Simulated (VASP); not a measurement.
# TePb (Pm-3m) in VASP: settings compared

TePb is run at these levels: r2SCAN0, PBE0+D3(BJ), PBE-based screened hybrid with 25 % exact exchange, HF; tasks: single point.

All numbers are computed with VASP 6.6.1; they aren't measurements. Logs are shortened: lines on timing, memory, paths and dates and some standing lists are left out, and cuts for length are marked.

### Step 1. The cell of the first run

It takes space group Pm-3m (No. 221, cubic). The conventional cell has a = 4.029 Å, b = 4.029 Å, c = 4.029 Å, α = 90.00°, β = 90.00°, γ = 90.00°. Within 4.6 Å of Pb (site symmetry m-3m) lie 8 Te at 3.49 Å and 6 Pb at 4.03 Å. Te (site symmetry m-3m) has 8 Pb at 3.49 Å and 6 Te at 4.03 Å within 4.6 Å.

### Step 2. Single point, r2SCAN0

The input, POSCAR:

```
TePb
1.0
    4.0287929844      0.0000000000      0.0000000000
    0.0000000000      4.0287929844      0.0000000000
    0.0000000000      0.0000000000      4.0287929844
Pb Te
1 1
Direct
    0.0000000000      0.0000000000      0.0000000000
    0.5000000000      0.5000000000      0.5000000000
```

The input, INCAR.step1:

```
  PREC = Accurate
  ENCUT = 520
  EDIFF = 1E-5
  ISMEAR = -1
  SIGMA = 0.05
  LREAL = F
  LASPH = T
  NELM = 100
  ALGO = Normal
  ISIF = 2
  LWAVE = T
  GGA = PE
  NBANDS = 17
```

The input, INCAR.step2:

```
  PREC = Accurate
  ENCUT = 520
  EDIFF = 1E-6
  ISMEAR = -1
  SIGMA = 0.05
  LREAL = F
  LASPH = T
  NELM = 100
  ALGO = Normal
  ISIF = 2
  LWAVE = F
  LCHARG = T
  METAGGA = R2SCAN
  LHFCALC = T
  AEXX = 0.25
  LMIXTAU = T
  PRECFOCK = Normal
  LELF = T
  LVHAR = T
  ISTART = 1
  NBANDS = 17
```

The input, KPOINTS:

```
regular mesh
0
Gamma
  4 4 4
```

Potentials or basis: VASP PAW PBE potentials, release 64 (Pb_d, Te).

The run is started by

```console
cat potpaw_PBE.64/Pb_d/POTCAR potpaw_PBE.64/Te/POTCAR > POTCAR
cp INCAR.step1 INCAR
mpirun -np 1 vasp_std > vasp.out
cp INCAR.step2 INCAR
mpirun -np 1 vasp_std > vasp.out
```

OUTCAR:

```text
PREC = Accurate
   ENCUT = 520
   EDIFF = 1E-6
   ISMEAR = -1
   LREAL = F
   LASPH = T
   NELM = 100
   ISIF = 2
   METAGGA = R2SCAN
   LHFCALC = T
   AEXX = 0.25
   PRECFOCK = Normal
   ISTART = 1

 ion  position               nearest neighbor table
   1  0.000  0.000  0.000-   2 3.49   2 3.49   2 3.49   2 3.49   2 3.49   2 3.49   2 3.49   2 3.49

   2  0.500  0.500  0.500-   1 3.49   1 3.49   1 3.49   1 3.49   1 3.49   1 3.49   1 3.49   1 3.49

  LATTYP: Found a simple cubic cell.
 ALAT       =     4.0287929844

  Lattice vectors:

 A1 = (   4.0287929844,   0.0000000000,   0.0000000000)
 A2 = (   0.0000000000,   4.0287929844,   0.0000000000)
 A3 = (   0.0000000000,   0.0000000000,   4.0287929844)

Analysis of symmetry for initial positions (statically):
=====================================================================
 Subroutine PRICEL returns:
 Original cell was already a primitive cell.

 Routine SETGRP: Setting up the symmetry group for a
 simple cubic supercell.

 Subroutine GETGRP returns: Found 48 space group operations
 (whereof 48 operations were pure point group operations)
 out of a pool of 48 trial point group operations.

The static configuration has the point symmetry O_h .

Analysis of symmetry for dynamics (positions and initial velocities):
=====================================================================
 Subroutine PRICEL returns:
 Original cell was already a primitive cell.

 Routine SETGRP: Setting up the symmetry group for a
 simple cubic supercell.

 Subroutine GETGRP returns: Found 48 space group operations
 (whereof 48 operations were pure point group operations)
 out of a pool of 48 trial point group operations.

The dynamic configuration has the point symmetry O_h .

 Subroutine INISYM returns: Found 48 space group operations
 (whereof 48 operations are pure point group operations),
 and found     1 'primitive' translations

----------------------------------------------------------------------------------------

                                     Primitive cell

  volume of cell :      65.3920

  direct lattice vectors                    reciprocal lattice vectors
     4.028792984  0.000000000  0.000000000     0.248213300  0.000000000  0.000000000
     0.000000000  4.028792984  0.000000000     0.000000000  0.248213300  0.000000000
     0.000000000  0.000000000  4.028792984     0.000000000  0.000000000  0.248213300

  length of vectors
     4.028792984  4.028792984  4.028792984     0.248213300  0.248213300  0.248213300

  position of ions in fractional coordinates (direct lattice)
     0.000000000  0.000000000  0.000000000
     0.500000000  0.500000000  0.500000000

  ion indices of the primitive-cell ions
   primitive index   ion index
                 1           1
                 2           2

----------------------------------------------------------------------------------------

 KPOINTS: regular mesh

Automatic generation of k-mesh.
 Grid dimensions read from file:
 generate k-points for:    4    4    4

 Generating k-lattice:

  Cartesian coordinates                     Fractional coordinates (reciprocal lattice)
     0.062053325  0.000000000  0.000000000     0.250000000  0.000000000  0.000000000
     0.000000000  0.062053325  0.000000000     0.000000000  0.250000000  0.000000000
     0.000000000  0.000000000  0.062053325     0.000000000  0.000000000  0.250000000

  Length of vectors
     0.062053325  0.062053325  0.062053325

  Shift w.r.t. Gamma in fractional coordinates (k-lattice)
     0.000000000  0.000000000  0.000000000

 Subroutine IBZKPT returns following result:
 ===========================================

 Found     10 irreducible k-points:

 Following reciprocal coordinates:
            Coordinates               Weight
  0.000000  0.000000  0.000000      1.000000
  0.250000  0.000000  0.000000      6.000000
  0.500000  0.000000  0.000000      3.000000
  0.250000  0.250000  0.000000     12.000000
  0.500000  0.250000  0.000000     12.000000
  0.500000  0.500000  0.000000      3.000000
  0.250000  0.250000  0.250000      8.000000
  0.500000  0.250000  0.250000     12.000000
  0.500000  0.500000  0.250000      6.000000
  0.500000  0.500000  0.500000      1.000000
   k-points           NKPTS =     10   k-points in BZ     NKDIM =     64   number of bands    NBANDS=     17
   number of dos      NEDOS =    301   number of ions     NIONS =      2
   total plane-waves  NPLWV =  27000
   dimension x,y,z NGX =    30 NGY =   30 NGZ =   30
   dimension x,y,z NGXF=    60 NGYF=   60 NGZF=   60
   ions per type =               1   1
   NGX,Y,Z   is equivalent  to a cutoff of  12.38, 12.38, 12.38 a.u.
   NGXF,Y,Z  is equivalent  to a cutoff of  24.76, 24.76, 24.76 a.u.
 SYSTEM =  unknown system
   PREC   = accura    normal or accurate (medium, high low for compatibility)
   ISTART =      1    job   : 0-new  1-cont  2-samecut
   ICHARG =      0    charge: 1-file 2-atom 10-const
   ISPIN  =      1    spin polarized calculation?
   LNONCOLLINEAR =      F non collinear calculations
   LSORBIT =      F    spin-orbit coupling
   LASPH  =      T    aspherical Exc in radial PAW
   ENCUT  =  520.0 eV  38.22 Ry    6.18 a.u.   7.49  7.49  7.49*2*pi/ulx,y,z
   NELM   =    100;   NELMIN=  2; NELMDL=  0     # of ELM steps
   EDIFF  = 0.1E-05   stopping-criterion for ELM
   LREAL  =      F    real-space projection
   EDIFFG = 0.1E-04   stopping-criterion for IOM
   NSW    =      0    number of steps for IOM
   IBRION =     -1    ionic relax: 0-MD 1-quasi-New 2-CG
   NFREE  =      0    steps in history (QN), initial steepest desc. (CG)
   ISIF   =      2    stress and relaxation
   ISYM   =      3    0-nonsym 1-usesym 2-fastsym
   POTIM  = 0.5000    time-step for ionic-motion
   TEBEG  =    0.0;   TEEND  =   0.0 temperature during run
   PSTRESS=    0.0 pullay stress
   NELECT =      20.0000    total number of electrons
   NUPDOWN=      -1.0000    fix difference up-down
   EMIN   =  10.00;   EMAX   =-10.00  energy-range for DOS
   EFERMI =   0.00;   METHOD = LEGACY
   ISMEAR =    -1;   SIGMA  =   0.05  broadening in eV -4-tet -1-fermi 0-gaus
   EFERMI_NEDOS =   21; number of points for ismear=-14 and -15
   IALGO  =     38    algorithm
   IMIX   =      1    mixing-type and parameters
     AMIX     =   0.40;   BMIX     =  1.00
     AMIX_MAG =   1.60;   BMIX_MAG =  1.00
  volume/ion in A,a.u.               =      32.70       220.64
  Fermi-wavevector in a.u.,A,eV,Ry     =   1.103003  2.084373 16.553049  1.216615
  Thomas-Fermi vector in A             =   2.239454
   LORBIT       =      0    0 simple, 1 ext, 2 COOP (PROOUT), +10 PAW based schemes
   METAGGA = R2SCAN    functional components
   LHFCALC =     T    Hartree Fock is set to
   PRECFOCK=normal    Normal, Fast or Accurate (Low or Medium for compatibility)
   ENCUT4O =  -1.0   cutoff for four orbital integrals eV
   NKREDX  =     1    reduce k-point grid by
   NKREDY  =     1    reduce k-point grid by
   NKREDZ  =     1    reduce k-point grid by
   AEXX    =    0.2500 exact exchange contribution
   HFSCREEN=    0.0000 screening length (either q_TF or 0.3 A-1)
   HFSCREENC=   0.0000 screening length for correlation (either q_TF or 0.3 A-1)
   ENCUTFOCK=  -1.0 apply spherical cutoff to Coloumb kernel
   IVDW    =     0    specifies the selected vdW correction
   LEPSILON=     F    determine dielectric tensor
   LRPA    =     F    only Hartree local field effects (RPA)
 non-spin polarized calculation
  energy-cutoff  :      520.00
  volume of cell :       65.39
 maximum number of plane-waves:      1791
 NGX is ok and might be reduce to    30
  NGX = 24; NGY = 24; NGZ = 24

 number of electron      20.0000013 magnetization

 Free energy of the ion-electron system (eV)
  ---------------------------------------------------
  ext. energy  EPLUGINS =         0.00000000
  ---------------------------------------------------
  free energy    TOTEN  =       -66.14913843 eV

  energy without entropy =      -66.14907731  energy(sigma->0) =      -66.14910787

 E-fermi :   5.9283     XC(G=0):  -7.8708

 val. band max:        5.4976555792   @ k =   0.5000   0.2500   0.0000
 cond. band min:       6.2893510176   @ k =   0.5000   0.5000   0.0000
 fundamental gap:      0.7916954384
 Fermi energy:         5.9282545656

 k-point     1 :       0.0000    0.0000    0.0000
  band No.  band energies     occupation
      1     -14.2026      2.00000
      2     -14.2026      2.00000
      3     -14.1260      2.00000
      4     -14.1260      2.00000
      5     -14.1260      2.00000
      6      -8.1159      2.00000
[... 9 lines left out ...]
     16      17.2357      0.00000
     17      18.4048      0.00000

 k-point     2 :       0.2500    0.0000    0.0000
  band No.  band energies     occupation
      1     -14.2009      2.00000
      2     -14.1705      2.00000
      3     -14.1385      2.00000
      4     -14.1385      2.00000
      5     -14.1248      2.00000
      6      -7.5692      2.00000
[... 9 lines left out ...]
     16      16.1362      0.00000
     17      17.9446      0.00000

 k-point     3 :       0.5000    0.0000    0.0000
  band No.  band energies     occupation
      1     -14.1991      2.00000
      2     -14.1513      2.00000
      3     -14.1513      2.00000
      4     -14.1385      2.00000
      5     -14.1236      2.00000
      6      -6.5706      2.00000
[... 9 lines left out ...]
     16      18.9383      0.00000
     17      19.4436      0.00000

 k-point     4 :       0.2500    0.2500    0.0000
  band No.  band energies     occupation
      1     -14.1845      2.00000
      2     -14.1557      2.00000
      3     -14.1523      2.00000
      4     -14.1375      2.00000
      5     -14.1351      2.00000
      6      -7.0551      2.00000
[... 9 lines left out ...]
     16      15.2661      0.00000
     17      15.8067      0.00000
[... 63 lines left out ...]
      1     -14.1698      2.00000
      2     -14.1648      2.00000
      3     -14.1495      2.00000
      4     -14.1480      2.00000
      5     -14.1171      2.00000
      6      -5.9003      2.00000
[... 9 lines left out ...]
     16      16.1448      0.00000
     17      18.3489      0.00000

 k-point     9 :       0.5000    0.5000    0.2500
  band No.  band energies     occupation
      1     -14.1864      2.00000
      2     -14.1617      2.00000
      3     -14.1617      2.00000
      4     -14.1326      2.00000
      5     -14.0983      2.00000
      6      -5.5384      2.00000
[... 9 lines left out ...]
     16      18.1459      0.00000
     17      18.3561      0.00000

 k-point    10 :       0.5000    0.5000    0.5000
  band No.  band energies     occupation
      1     -14.1787      2.00000
      2     -14.1787      2.00000
      3     -14.1787      2.00000
      4     -14.0972      2.00000
      5     -14.0972      2.00000
      6      -5.3036      2.00000
[... 9 lines left out ...]
     16      21.4516      0.00000
     17      22.4942      0.00000

------------------------ aborting loop because EDIFF is reached ----------------------------------------

  FORCE on cell =-STRESS in cart. coord.  units (eV):
  Direction    XX          YY          ZZ          XY          YZ          ZX
  --------------------------------------------------------------------------------------
  -------------------------------------------------------------------------------------
  Total       -0.6457701     -0.6457701     -0.6457701     -0.0000000     -0.0000000      0.0000000
  in kB      -15.8220835    -15.8220835    -15.8220835     -0.0000000     -0.0000000      0.0000000
  external PRESSURE =     -15.8220835 kB  Pullay stress =       0.0000000 kB

 VOLUME and BASIS-vectors are now :
 -----------------------------------------------------------------------------
  energy-cutoff  :      520.00
  volume of cell :       65.39
      direct lattice vectors                 reciprocal lattice vectors
     4.028792984  0.000000000  0.000000000     0.248213300  0.000000000  0.000000000
     0.000000000  4.028792984  0.000000000     0.000000000  0.248213300  0.000000000
     0.000000000  0.000000000  4.028792984     0.000000000  0.000000000  0.248213300

 POSITION                                       TOTAL-FORCE (eV/Angst)
 -----------------------------------------------------------------------------------
      0.00000      0.00000      0.00000         0.000000      0.000000      0.000000
      2.01440      2.01440      2.01440         0.000000      0.000000      0.000000
 -----------------------------------------------------------------------------------
    total drift:                               -0.000001      0.000002      0.000004

  FREE ENERGIE OF THE ION-ELECTRON SYSTEM (eV)
  ---------------------------------------------------
  free  energy   TOTEN  =       -66.1491384290 eV

  energy  without entropy=      -66.1490773143  energy(sigma->0) =      -66.14910787
```

Run time: 11 min. Hardware: 1 thread of Intel Xeon Platinum 8259CL at 2.50GHz (Skylake/Cascade Lake), shared host; peak memory 0.19 GiB.

What came out:

| Item | Value |
| --- | --- |
| Free energy | -66.1491 eV |
| Pressure | -1.6 GPa |
| Band gap on the k mesh | zero (bands 10 and 11 overlap by 1.44 eV) |

Levels at points of the mesh, in eV from the Fermi level:
```tsv
k point	band 8	band 9	band 10	band 11	band 12	band 13
(0.00, 0.00, 0.00)	-2.27	-2.27	-2.27	5.13	5.13	6.36
(0.50, 0.00, 0.00)	-1.27	-0.68	-0.68	0.92	3.09	3.09
(0.50, 0.50, 0.00)	-5.35	-5.35	0.36	4.44	4.79	4.79
(0.50, 0.50, 0.50)	-3.20	-3.20	-3.20	-1.08	-1.08	-1.08
```

Caveat: the k points lie up to 0.39 Å⁻¹ apart, too coarse for converged energies and pressures of a metal; the PAW data sets were made with another functional, which shifts forces and pressure a little; spin-orbit coupling is left out, which moves the levels of the heavy elements.

### Step 3. Single point, PBE0+D3(BJ)

This run uses another cell than the first one, of 32.05 Å³/atom.

The input, POSCAR:

```
TePb
1.0
    4.0022870000      0.0000000000      0.0000000000
    0.0000000000      4.0022870000      0.0000000000
    0.0000000000      0.0000000000      4.0022870000
Pb Te
1 1
Direct
    0.0000000000      0.0000000000      0.0000000000
    0.5000000000      0.5000000000      0.5000000000
```

The input, INCAR.step1:

```
SYSTEM = TePb
PREC     = Accurate       ! precision mode
ENCUT    = 400            ! plane-wave cutoff, eV
EDIFF    = 1E-5           ! SCF threshold, eV
ISMEAR   = 1              ! smearing method
SIGMA    = 0.1            ! smearing width, eV
LREAL    = .FALSE.        ! projectors in reciprocal space
LASPH    = .TRUE.         ! aspherical terms in the spheres
NELM     = 120            ! most SCF steps
ALGO     = Normal         ! electronic algorithm
ISIF     = 2              ! what is computed and relaxed
LWAVE    = .TRUE.         ! write WAVECAR
LCHARG   = .FALSE.        ! write CHGCAR
GGA      = PE             ! functional
NBANDS   = 17             ! bands
GGA_COMPAT= .FALSE.
```

The input, INCAR.step2:

```
SYSTEM = TePb
PREC     = Accurate       ! precision mode
ENCUT    = 400            ! plane-wave cutoff, eV
EDIFF    = 1E-6           ! SCF threshold, eV
ISMEAR   = 1              ! smearing method
SIGMA    = 0.1            ! smearing width, eV
LREAL    = .FALSE.        ! projectors in reciprocal space
LASPH    = .TRUE.         ! aspherical terms in the spheres
NELM     = 120            ! most SCF steps
ALGO     = Normal         ! electronic algorithm
ISIF     = 2              ! what is computed and relaxed
LWAVE    = .FALSE.        ! write WAVECAR
LCHARG   = .FALSE.        ! write CHGCAR
GGA      = PE             ! functional
LHFCALC  = .TRUE.         ! exact exchange
AEXX     = 0.25           ! exact-exchange fraction
PRECFOCK = Normal       
IVDW     = 12             ! dispersion correction
ISTART   = 1            
NBANDS   = 17             ! bands
GGA_COMPAT= .FALSE.
```

The input, KPOINTS:

```
Automatic mesh
0
G
  4 4 4
  0 0 0
```

Potentials or basis: VASP PAW PBE potentials, release 64 (Pb_d, Te).

The run is started by

```console
cat potpaw_PBE.64/Pb_d/POTCAR potpaw_PBE.64/Te/POTCAR > POTCAR
cp INCAR.step1 INCAR
mpirun -np 1 vasp_std > vasp.out
cp INCAR.step2 INCAR
mpirun -np 1 vasp_std > vasp.out
```

Wall time 5.8 min (1 thread of Intel Xeon Platinum 8375C at 2.90GHz (Ice Lake), shared host); peak memory 0.17 GiB.

The run converged. Its results:

| Quantity | Value |
| --- | --- |
| Free energy | -10.3154 eV |
| Pressure | -2.5 GPa |
| Band gap on the k mesh | zero (bands 10 and 11 overlap by 1.68 eV) |
| Dispersion energy per atom | -0.475 eV |

Levels at points of the mesh, in eV from the Fermi level:
| k point | band 8 | band 9 | band 10 | band 11 | band 12 | band 13 |
| --- | --- | --- | --- | --- | --- | --- |
| (0.00, 0.00, 0.00) | -1.96 | -1.96 | -1.96 | 5.06 | 5.06 | 6.61 |
| (0.50, 0.00, 0.00) | -0.90 | -0.33 | -0.33 | 1.01 | 3.29 | 3.29 |
| (0.50, 0.50, 0.00) | -5.11 | -5.11 | 0.72 | 4.68 | 4.96 | 4.96 |
| (0.50, 0.50, 0.50) | -2.91 | -2.91 | -2.91 | -0.97 | -0.97 | -0.97 |

Caveat: the k points lie up to 0.39 Å⁻¹ apart, too coarse for converged energies and pressures of a metal; three body term missing; the PAW data sets were made with another functional, which shifts forces and pressure a little; spin-orbit coupling is left out, which moves the levels of the heavy elements.

### Step 4. Single point, PBE-based screened hybrid with 25 % exact exchange

This run uses another cell than the first one, of 32.05 Å³/atom.

POSCAR is that of step 3.

INCAR.step1 is that of step 3.

INCAR.step2: that of step 3 with these lines changed.

```diff
@@ -16,4 +16,4 @@
 AEXX     = 0.25           ! exact-exchange fraction
+HFSCREEN = 0.3            ! screening, 1/A
 PRECFOCK = Normal       
-IVDW     = 12             ! dispersion correction
 ISTART   = 1
```

The input, KPOINTS:

```
regular mesh
0
G
  4 4 4
  0 0 0
```

The run is started by

```console
cat potpaw_PBE.64/Pb_d/POTCAR potpaw_PBE.64/Te/POTCAR > POTCAR
cp INCAR.step1 INCAR
mpirun -np 1 vasp_std > vasp.out
cp INCAR.step2 INCAR
mpirun -np 1 vasp_std > vasp.out
```

Run time: 6.8 min. Hardware: 1 thread of Intel Xeon Platinum 8375C at 2.90GHz (Ice Lake), shared host; peak memory 0.26 GiB.

The run converged. Its results:

| Property | Result |
| --- | --- |
| Free energy | -8.0289 eV |
| Pressure | -0.3 GPa |
| Band gap on the k mesh | zero (bands 10 and 11 overlap by 1.25 eV) |

Levels at points of the mesh, in eV from the Fermi level:
| k point | band 6 | band 7 | band 8 | band 9 | band 10 | band 11 | band 12 | band 13 | band 14 | band 15 |
| --- | --- | --- | --- | --- | --- | --- | --- | --- | --- | --- |
| (0.00, 0.00, 0.00) | -13.36 | -7.29 | -1.85 | -1.85 | -1.85 | 4.24 | 4.24 | 5.69 | 5.69 | 5.69 |
| (0.50, 0.00, 0.00) | -11.83 | -9.96 | -0.91 | -0.30 | -0.30 | 0.26 | 2.48 | 2.48 | 5.69 | 7.15 |
| (0.50, 0.50, 0.00) | -11.00 | -8.65 | -4.92 | -4.92 | 0.14 | 3.79 | 4.06 | 4.06 | 6.34 | 7.22 |
| (0.50, 0.50, 0.50) | -10.57 | -7.82 | -2.83 | -2.83 | -2.83 | -1.11 | -1.11 | -1.11 | 14.39 | 14.39 |

Caveat: the k points lie up to 0.39 Å⁻¹ apart, too coarse for converged energies and pressures of a metal; the PAW data sets were made with another functional, which shifts forces and pressure a little; spin-orbit coupling is left out, which moves the levels of the heavy elements.

[end of part 1 of 2]
